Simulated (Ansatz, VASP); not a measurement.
# Mo in VASP and in Ansatz

```
Mo
1.0
    -1.55559    1.55559    1.55559
     1.55559   -1.55559    1.55559
     1.55559    1.55559   -1.55559
Mo
1
Cartesian
  0.0000 0.0000 0.0000
```

Alike in both runs: functional LDA; k mesh 18 × 18 × 18; occupations gaussian, width 0.1 eV; no spin polarisation.

Ansatz relaxed the structure, and its values are those at the end. VASP's run is a single point on that final structure, the one shown.

|  | VASP | Ansatz |
| --- | --- | --- |
| version | VASP 6.6.1 | Ansatz 0.2.0 |
| potentials or method | VASP PAW LDA potentials, release 64 (Mo_sv), cutoff 520 eV | scalar-relativistic, plane waves, PAW |
| valence electrons in the cell | 14 | 14 |

VASP gave:

| Quantity | Value |
| --- | --- |
| gap on the k mesh at the Fermi level (eV) | none |
| pressure (GPa) | 1.3 |

Q: What did Ansatz give for the same quantities?

A: gap on the k mesh at the Fermi level (eV): none; pressure (GPa): 0.0.

LDA's correlation is that of Perdew and Zunger in VASP and of Perdew and Wang (1992) in Ansatz. A gap of «none» marks a metal or a gap that the smearing closes.
